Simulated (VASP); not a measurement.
# KCl (Pm-3m) in VASP: further runs

The runs below take KCl through electric field gradients, with PBEsol.

All numbers are computed with VASP 6.6.1; they aren't measurements. Logs are shortened: lines on timing, memory, paths and dates and some standing lists are left out, and cuts for length are marked.

### Step 1. The cell of the first run

It takes space group Pm-3m (No. 221, cubic). Conventional cell: a = 3.560 Å, b = 3.560 Å, c = 3.560 Å, α = 90.00°, β = 90.00°, γ = 90.00°. K (site symmetry m-3m) has 8 Cl at 3.08 Å and 6 K at 3.56 Å within 4.1 Å. Within 4.1 Å of Cl (site symmetry m-3m) lie 8 K at 3.08 Å and 6 Cl at 3.56 Å.

### Step 2. Electric field gradients, PBEsol (volume scaled by 0.94)

File INCAR:

```
SYSTEM = KCl
PREC = Accurate ; ENCUT = 520
EDIFF = 1E-8 ; ISMEAR = -1
SIGMA = 0.01 ; LREAL = .False.
LASPH = .True. ; NELM = 60
ALGO = Normal ; ISIF = 2
LWAVE = .False. ; LCHARG = .False.
GGA = PS ; LEFG = .True.
NBANDS = 15
```

File KPOINTS:

```
Automatic mesh
0
Gamma
  7 7 7
  0 0 0
```

File POSCAR:

```
KCl
1.0
    3.5598159191      0.0000000000      0.0000000000
    0.0000000000      3.5598159191      0.0000000000
    0.0000000000      0.0000000000      3.5598159191
K Cl
1 1
Direct
    0.0000000000      0.0000000000      0.0000000000
    0.5000000000      0.5000000000      0.5000000000
```

Potentials or basis: VASP PAW PBE potentials, release 64 (K_sv, Cl).

Command:

```
$ cat potpaw_PBE.64/K_sv/POTCAR potpaw_PBE.64/Cl/POTCAR > POTCAR
$ mpirun -np 1 vasp_std > vasp.out
```

OUTCAR:

```text
SYSTEM = KCl
   PREC = Accurate
   ENCUT = 520
   EDIFF = 1E-8
   ISMEAR = -1
   LREAL = .False.
   LASPH = .True.
   NELM = 60
   ISIF = 2
   GGA = PS

 ion  position               nearest neighbor table
   1  0.000  0.000  0.000-   2 3.08   2 3.08   2 3.08   2 3.08   2 3.08   2 3.08   2 3.08   2 3.08

   2  0.500  0.500  0.500-   1 3.08   1 3.08   1 3.08   1 3.08   1 3.08   1 3.08   1 3.08   1 3.08

  LATTYP: Found a simple cubic cell.
 ALAT       =     3.5598159191

  Lattice vectors:

 A1 = (   3.5598159191,   0.0000000000,   0.0000000000)
 A2 = (   0.0000000000,   3.5598159191,   0.0000000000)
 A3 = (   0.0000000000,   0.0000000000,   3.5598159191)

Analysis of symmetry for initial positions (statically):
=====================================================================
 Subroutine PRICEL returns:
 Original cell was already a primitive cell.

 Routine SETGRP: Setting up the symmetry group for a
 simple cubic supercell.

 Subroutine GETGRP returns: Found 48 space group operations
 (whereof 48 operations were pure point group operations)
 out of a pool of 48 trial point group operations.

The static configuration has the point symmetry O_h .

Analysis of symmetry for dynamics (positions and initial velocities):
=====================================================================
 Subroutine PRICEL returns:
 Original cell was already a primitive cell.

 Routine SETGRP: Setting up the symmetry group for a
 simple cubic supercell.

 Subroutine GETGRP returns: Found 48 space group operations
 (whereof 48 operations were pure point group operations)
 out of a pool of 48 trial point group operations.

The dynamic configuration has the point symmetry O_h .

 Subroutine INISYM returns: Found 48 space group operations
 (whereof 48 operations are pure point group operations),
 and found     1 'primitive' translations

----------------------------------------------------------------------------------------

                                     Primitive cell

  volume of cell :      45.1110

  direct lattice vectors                    reciprocal lattice vectors
     3.559815919  0.000000000  0.000000000     0.280913402  0.000000000  0.000000000
     0.000000000  3.559815919  0.000000000     0.000000000  0.280913402  0.000000000
     0.000000000  0.000000000  3.559815919     0.000000000  0.000000000  0.280913402

  length of vectors
     3.559815919  3.559815919  3.559815919     0.280913402  0.280913402  0.280913402

  position of ions in fractional coordinates (direct lattice)
     0.000000000  0.000000000  0.000000000
     0.500000000  0.500000000  0.500000000

  ion indices of the primitive-cell ions
   primitive index   ion index
                 1           1
                 2           2

----------------------------------------------------------------------------------------

 KPOINTS: Automatic mesh

Automatic generation of k-mesh.
 Grid dimensions read from file:
 generate k-points for:    7    7    7

 Generating k-lattice:

  Cartesian coordinates                     Fractional coordinates (reciprocal lattice)
     0.040130486  0.000000000  0.000000000     0.142857143  0.000000000  0.000000000
     0.000000000  0.040130486  0.000000000     0.000000000  0.142857143  0.000000000
     0.000000000  0.000000000  0.040130486     0.000000000  0.000000000  0.142857143

  Length of vectors
     0.040130486  0.040130486  0.040130486

  Shift w.r.t. Gamma in fractional coordinates (k-lattice)
     0.000000000  0.000000000  0.000000000

 Subroutine IBZKPT returns following result:
 ===========================================

 Found     20 irreducible k-points:

 Following reciprocal coordinates:
            Coordinates               Weight
  0.000000  0.000000  0.000000      1.000000
  0.142857  0.000000  0.000000      6.000000
  0.285714  0.000000  0.000000      6.000000
  0.428571  0.000000  0.000000      6.000000
  0.142857  0.142857  0.000000     12.000000
  0.285714  0.142857  0.000000     24.000000
[... 12 lines left out ...]
  0.428571  0.428571  0.285714     24.000000
  0.428571  0.428571  0.428571      8.000000
   k-points           NKPTS =     20   k-points in BZ     NKDIM =     20   number of bands    NBANDS=     15
   number of dos      NEDOS =    301   number of ions     NIONS =      2
   total plane-waves  NPLWV =  21952
   dimension x,y,z NGX =    28 NGY =   28 NGZ =   28
   dimension x,y,z NGXF=    56 NGYF=   56 NGZF=   56
   ions per type =               1   1
   NGX,Y,Z   is equivalent  to a cutoff of  13.08, 13.08, 13.08 a.u.
   NGXF,Y,Z  is equivalent  to a cutoff of  26.15, 26.15, 26.15 a.u.
 SYSTEM =  KCl
   PREC   = accura    normal or accurate (medium, high low for compatibility)
   ISTART =      0    job   : 0-new  1-cont  2-samecut
   ICHARG =      2    charge: 1-file 2-atom 10-const
   ISPIN  =      1    spin polarized calculation?
   LNONCOLLINEAR =      F non collinear calculations
   LSORBIT =      F    spin-orbit coupling
   LASPH  =      T    aspherical Exc in radial PAW
   ENCUT  =  520.0 eV  38.22 Ry    6.18 a.u.   6.62  6.62  6.62*2*pi/ulx,y,z
   NELM   =     60;   NELMIN=  2; NELMDL= -5     # of ELM steps
   EDIFF  = 0.1E-07   stopping-criterion for ELM
   LREAL  =      F    real-space projection
   EDIFFG = 0.1E-06   stopping-criterion for IOM
   NSW    =      0    number of steps for IOM
   IBRION =     -1    ionic relax: 0-MD 1-quasi-New 2-CG
   NFREE  =      0    steps in history (QN), initial steepest desc. (CG)
   ISIF   =      2    stress and relaxation
   ISYM   =      2    0-nonsym 1-usesym 2-fastsym
   POTIM  = 0.5000    time-step for ionic-motion
   TEBEG  =    0.0;   TEEND  =   0.0 temperature during run
   PSTRESS=    0.0 pullay stress
   NELECT =      16.0000    total number of electrons
   NUPDOWN=      -1.0000    fix difference up-down
   EMIN   =  10.00;   EMAX   =-10.00  energy-range for DOS
   EFERMI =   0.00;   METHOD = LEGACY
   ISMEAR =    -1;   SIGMA  =   0.01  broadening in eV -4-tet -1-fermi 0-gaus
   EFERMI_NEDOS =   21; number of points for ismear=-14 and -15
   IALGO  =     38    algorithm
   IMIX   =      4    mixing-type and parameters
     AMIX     =   0.40;   BMIX     =  1.00
     AMIX_MAG =   1.60;   BMIX_MAG =  1.00
  volume/ion in A,a.u.               =      22.56       152.21
  Fermi-wavevector in a.u.,A,eV,Ry     =   1.158832  2.189876 18.271161  1.342892
  Thomas-Fermi vector in A             =   2.295431
   LORBIT       =      0    0 simple, 1 ext, 2 COOP (PROOUT), +10 PAW based schemes
   GGA     = PS    functional components
   LHFCALC =     F    Hartree Fock is set to
   AEXX    =    0.0000 exact exchange contribution
   IVDW    =     0    specifies the selected vdW correction
   LEPSILON=     F    determine dielectric tensor
   LRPA    =     F    only Hartree local field effects (RPA)
 non-spin polarized calculation
  energy-cutoff  :      520.00
  volume of cell :       45.11
 maximum number of plane-waves:      1235
 NGX is ok and might be reduce to    28
   NGX = 13   NGY = 13   NGZ = 13

 number of electron      16.0000005 magnetization

 Free energy of the ion-electron system (eV)
  ---------------------------------------------------
  ext. energy  EPLUGINS =         0.00000000
  ---------------------------------------------------
  free energy    TOTEN  =        -6.82067713 eV

  energy without entropy =       -6.82067713  energy(sigma->0) =       -6.82067713

 E-fermi :   0.6828     XC(G=0):  -9.3272

 val. band max:        0.3495504620   @ k =   0.4286   0.4286   0.0000
 cond. band min:       6.0921639018   @ k =   0.0000   0.0000   0.0000
 fundamental gap:      5.7426134399
 Fermi energy:         0.6828120383

 k-point     1 :       0.0000    0.0000    0.0000
  band No.  band energies     occupation
      1     -27.2077      2.00000
      2     -12.6748      2.00000
      3     -10.5969      2.00000
      4     -10.5969      2.00000
      5     -10.5969      2.00000
      6       0.1420      2.00000
      7       0.1420      2.00000
      8       0.1420      2.00000
      9       6.0922      0.00000
     10       6.4771      0.00000
     11       6.4771      0.00000
     12      11.5539      0.00000
     13      11.5539      0.00000
     14      11.5539      0.00000
     15      14.8399      0.00000

 k-point     2 :       0.1429    0.0000    0.0000
  band No.  band energies     occupation
      1     -27.1979      2.00000
      2     -12.7243      2.00000
      3     -10.5833      2.00000
      4     -10.5833      2.00000
      5     -10.5640      2.00000
      6      -0.4029      2.00000
      7       0.1237      2.00000
      8       0.1237      2.00000
      9       6.6140      0.00000
     10       6.6796      0.00000
     11       7.1325      0.00000
     12      11.4802      0.00000
     13      11.4802      0.00000
     14      11.6826      0.00000
     15      13.8749      0.00000

 k-point     3 :       0.2857    0.0000    0.0000
  band No.  band energies     occupation
      1     -27.1757      2.00000
      2     -12.8420      2.00000
      3     -10.5522      2.00000
      4     -10.5522      2.00000
      5     -10.4710      2.00000
      6      -1.3770      2.00000
      7       0.0806      2.00000
      8       0.0806      2.00000
      9       7.2604      0.00000
     10       7.7242      0.00000
     11       8.6022      0.00000
     12      11.4348      0.00000
     13      11.4348      0.00000
     14      12.0150      0.00000
     15      12.1174      0.00000
[... 271 lines left out ...]
 k-point    19 :       0.4286    0.4286    0.2857
  band No.  band energies     occupation
      1     -27.0874      2.00000
      2     -12.1286      2.00000
      3     -10.9589      2.00000
      4     -10.9150      2.00000
      5     -10.7621      2.00000
      6      -1.3928      2.00000
      7      -1.3843      2.00000
      8      -0.9068      2.00000
      9       8.2246      0.00000
     10       9.2788      0.00000
     11       9.4398      0.00000
     12      10.2657      0.00000
     13      11.7993      0.00000
     14      11.8216      0.00000
     15      14.0283      0.00000

 k-point    20 :       0.4286    0.4286    0.4286
  band No.  band energies     occupation
      1     -27.0727      2.00000
      2     -12.0046      2.00000
      3     -10.9142      2.00000
      4     -10.9114      2.00000
      5     -10.9114      2.00000
      6      -1.5183      2.00000
      7      -1.5183      2.00000
      8      -1.4300      2.00000
      9       9.2078      0.00000
     10       9.5923      0.00000
     11       9.5923      0.00000
     12      11.2850      0.00000
     13      11.2975      0.00000
     14      11.2975      0.00000
     15      13.9157      0.00000

------------------------ aborting loop because EDIFF is reached ----------------------------------------

  FORCE on cell =-STRESS in cart. coord.  units (eV):
  Direction    XX          YY          ZZ          XY          YZ          ZX
  --------------------------------------------------------------------------------------
  -------------------------------------------------------------------------------------
  Total        1.3367232      1.3367232      1.3367232     -0.0000000     -0.0000000      0.0000000
  in kB       47.4754898     47.4754898     47.4754898     -0.0000000     -0.0000000      0.0000000
  external PRESSURE =      47.4754898 kB  Pullay stress =       0.0000000 kB

 VOLUME and BASIS-vectors are now :
 -----------------------------------------------------------------------------
  energy-cutoff  :      520.00
  volume of cell :       45.11
      direct lattice vectors                 reciprocal lattice vectors
     3.559815919  0.000000000  0.000000000     0.280913402  0.000000000  0.000000000
     0.000000000  3.559815919  0.000000000     0.000000000  0.280913402  0.000000000
     0.000000000  0.000000000  3.559815919     0.000000000  0.000000000  0.280913402

 POSITION                                       TOTAL-FORCE (eV/Angst)
 -----------------------------------------------------------------------------------
      0.00000      0.00000      0.00000         0.000000      0.000000      0.000000
      1.77991      1.77991      1.77991         0.000000      0.000000      0.000000
 -----------------------------------------------------------------------------------
    total drift:                               -0.000000      0.000000      0.000000

  FREE ENERGIE OF THE ION-ELECTRON SYSTEM (eV)
  ---------------------------------------------------
  free  energy   TOTEN  =        -6.8206771261 eV

  energy  without entropy=       -6.8206771261  energy(sigma->0) =       -6.82067713

 Electric field gradients (V/A^2)
---------------------------------------------------------------------
 ion       V_xx      V_yy      V_zz      V_xy      V_xz      V_yz
---------------------------------------------------------------------
   1       0.000     0.000    -0.000     0.000    -0.000    -0.000
   2      -0.000    -0.000     0.000     0.000     0.000     0.000
---------------------------------------------------------------------

 Electric field gradients after diagonalization (V/A^2)
 (convention: |V_zz| > |V_xx| > |V_yy|)
----------------------------------------------------------------------
 ion       V_xx      V_yy      V_zz     asymmetry (V_yy - V_xx)/ V_zz
----------------------------------------------------------------------
   1       0.000    -0.000     0.000      -0.694
   2      -0.000    -0.000     0.000       0.144
----------------------------------------------------------------------

           NMR quadrupolar parameters

 Cq : quadrupolar parameter    Cq=e*Q*V_zz/h
 eta: asymmetry parameters     (V_yy - V_xx)/ V_zz
 Q  : nuclear electric quadrupole moment in mb (millibarn)
----------------------------------------------------------------------
 ion       Cq(MHz)       eta       Q (mb)
----------------------------------------------------------------------
   1       0.000      -0.694       1.000
   2       0.000       0.144       1.000
----------------------------------------------------------------------
```

It took 6.8 s on 1 thread of Intel Xeon 6975P-C (Granite Rapids), shared host; peak memory 0.15 GiB.

What came out:

```
Free energy            : -6.8207 eV
Pressure               : 4.7 GPa
Band gap on the k mesh : 5.74 eV, indirect (least direct gap 5.95 eV)
```

Caveat: without QUAD_EFG the Cq values of the log hold for a quadrupole moment of 1 mb, not for the nuclei; the PAW data sets were made with another functional, which shifts forces and pressure a little.

(Part 1 of 2 ends here.)
